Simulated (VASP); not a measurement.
Here is a VASP 6.6.1 calculation.

The input POSCAR:

```
SrO
1.0
    0.0000000000      2.5542472769      2.5542472769
    2.5542472769      0.0000000000      2.5542472769
    2.5542472769      2.5542472769      0.0000000000
Sr O
1 1
Direct
    0.5000000000      0.5000000000      0.5000000000
    0.0000000000      0.0000000000      0.0000000000
```

INCAR.step1

```
SYSTEM = SrO
ALGO = Normal
EDIFF = 1E-4
ENCUT = 520
GGA = PE
ISMEAR = 0
LASPH = .TRUE.
LCHARG = .FALSE.
LREAL = .FALSE.
LWAVE = .TRUE.
NBANDS = 15
NELM = 100
PREC = Accurate
SIGMA = 0.02
```

INCAR.step2

```
SYSTEM = SrO
ALGO = Normal
EDIFF = 1E-6
ENCUT = 520
ISIF = 2
ISMEAR = 0
ISTART = 1
LASPH = .TRUE.
LCHARG = .FALSE.
LMIXTAU = .TRUE.
LREAL = .FALSE.
LWAVE = .FALSE.
METAGGA = R2SCAN
NBANDS = 15
NELM = 100
PREC = Accurate
SIGMA = 0.02
```

The input KPOINTS:

```
k-points
0
G
  8 8 8
  0 0 0
```

Potentials or basis: VASP PAW PBE potentials, release 64 (Sr_sv, O).

Launch:

```console
$ cat potpaw_PBE.64/Sr_sv/POTCAR potpaw_PBE.64/O/POTCAR > POTCAR
$ cp INCAR.step1 INCAR
$ mpirun -np 1 vasp_std > vasp.out
$ cp INCAR.step2 INCAR
$ mpirun -np 1 vasp_std > vasp.out
```

What does it give for the pressure?

3.6 GPa.

Predict the band gap on the k mesh.

3.73 eV, indirect (least direct gap 3.80 eV).

Caveat: the PAW data sets were made with another functional, which shifts forces and pressure a little. A k mesh can miss the band edges.
